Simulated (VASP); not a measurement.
A run of VASP 6.6.1 is set up as follows.

The input INCAR:

```
  ALGO = Normal
  EDIFF = 1E-7
  ENCUT = 520
  GGA = PS
  ISIF = 2
  ISMEAR = 0
  ISPIN = 2
  LASPH = T
  LCHARG = F
  LMAXMIX = 4
  LORBIT = 11
  LREAL = F
  LWAVE = F
  MAGMOM = 0 0.36 0.36 0.36
  NBANDS = 26
  NELM = 150
  PREC = Accurate
  SIGMA = 0.1
```

Contents of KPOINTS:

```
k-points
0
Gamma
  10 10 10
```

POSCAR

```
TaO3
1.0
    3.9232468859      0.0000000000      0.0000000000
    0.0000000000      3.9232468859      0.0000000000
    0.0000000000      0.0000000000      3.9232468859
Ta O
1 3
Direct
    0.5000000000      0.5000000000      0.5000000000
    0.0000000000      0.5000000000      0.5000000000
    0.5000000000      0.5000000000      0.0000000000
    0.5000000000      0.0000000000      0.5000000000
```

Potentials or basis: VASP PAW PBE potentials, release 64 (Ta_pv, O).

Command:

```console
$ cat potpaw_PBE.64/Ta_pv/POTCAR potpaw_PBE.64/O/POTCAR > POTCAR
$ mpirun -np 1 vasp_std > vasp.out
```

(1) Predict the pressure.

(2) What does it give for the net moment?

(3) Predict the site moments.

Answers

(1) 0.5 GPa.

(2) 0.55 μB per cell.

(3) Ta -0.06; O +0.17 μB.

Caveat: the PAW data sets were made with another functional, which shifts forces and pressure a little.
